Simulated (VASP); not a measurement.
Here is a VASP 6.6.1 calculation.

File INCAR:

```
ALGO = Normal
EDIFF = 1E-6
ENCUT = 500
GGA = PE
GGA_COMPAT = False
ISIF = 2
ISMEAR = 0
IVDW = 12
KPAR = 4
LASPH = True
LCHARG = False
LMAXMIX = 4
LORBIT = 11
LORBMOM = True
LREAL = False
LSORBIT = True
LWAVE = False
MAGMOM = 0 0 0 0 0 0 0 0 0 0 0 0 0 0 0 0 0 0
NBANDS = 68
NELM = 200
PREC = Accurate
SIGMA = 0.02
```

Contents of KPOINTS:

```
k-points
0
Gamma
  12 12 4
```

Contents of POSCAR:

```
WS2
1.0
    3.1540974956      0.0000000029      0.0000000000
   -1.5770487503      2.7315285558      0.0000000000
    0.0000000000      0.0000000000     12.1405496618
W S
2 4
Direct
    0.3333333333      0.6666666667      0.2500000000
    0.6666666667      0.3333333333      0.7500000000
    0.3333333333      0.6666666667      0.6202943474
    0.6666666667      0.3333333333      0.1202943474
    0.3333333333      0.6666666667      0.8797056526
    0.6666666667      0.3333333333      0.3797056526
```

Potentials or basis: VASP PAW PBE potentials, release 64 (W_sv, S).

Command:

```console
$ cat potpaw_PBE.64/W_sv/POTCAR potpaw_PBE.64/S/POTCAR > POTCAR
$ mpirun -np 4 vasp_ncl > vasp.out
```

Predict the pressure.

0.2 GPa.

What does it give for the net moment?

0.00 μB per cell.

What does it give for the dispersion energy per atom?

-0.435 eV.

Estimate the largest force.

0.030 eV/Å.

Forces on the atoms (eV/Å):
```
W    0.000  0.000  0.000
W    0.000  0.000  0.000
S    0.000  0.000 -0.030
S    0.000  0.000 -0.030
S    0.000  0.000  0.030
S    0.000  0.000  0.030
```
